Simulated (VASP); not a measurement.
Here is a VASP 6.6.1 calculation.

Contents of INCAR:

```
  PREC = Accurate
  ENCUT = 520
  EDIFF = 1E-7
  ISMEAR = 0
  SIGMA = 0.1
  LREAL = F
  LASPH = T
  NELM = 60
  ALGO = Normal
  ISIF = 2
  LWAVE = F
  LCHARG = F
  GGA = PE
  NBANDS = 30
```

The input KPOINTS:

```
Automatic mesh
0
Gamma
  6 6 4
```

Contents of POSCAR:

```
ZrTi2Si2
1.0
    3.7408374700      0.0000000000      0.0000000000
   -1.8704187300      3.2396602800      0.0000000000
    0.0000000000      0.0000000000      6.6694536900
Zr Ti Si
1 2 2
Direct
    0.0000000000      0.0000000000      0.5000000000
    0.0000000000      0.0000000000      0.2042982800
    0.0000000000      0.0000000000      0.7957017200
    0.3333333300      0.6666666700      0.0000000000
    0.6666666700      0.3333333300      0.0000000000
```

Potentials or basis: VASP PAW PBE potentials, release 64 (Zr_sv, Ti_sv, Si).

The run is started by

```console
$ cat potpaw_PBE.64/Zr_sv/POTCAR potpaw_PBE.64/Ti_sv/POTCAR potpaw_PBE.64/Si/POTCAR > POTCAR
$ mpirun -np 1 vasp_std > vasp.out
```

Problem. Predict the largest force.

Solution. 5.133 eV/Å.

Problem. What does it give for the band gap on the k mesh?

Solution. Zero (band 22 reaches 9.99 eV, above the bottom of band 23 at 9.19 eV).

Problem. Estimate the pressure.

Solution. 36.9 GPa.

Forces in eV/Å, atoms in the order of the input:
```
Zr   0.000  0.000  0.000
Ti   0.000  0.000 -5.133
Ti   0.000  0.000  5.133
Si   0.000  0.000  0.000
Si   0.000  0.000  0.000
```

Caveat: forces of over 1 eV/Å act on the atoms, so gaps and moduli don't describe the material at rest.
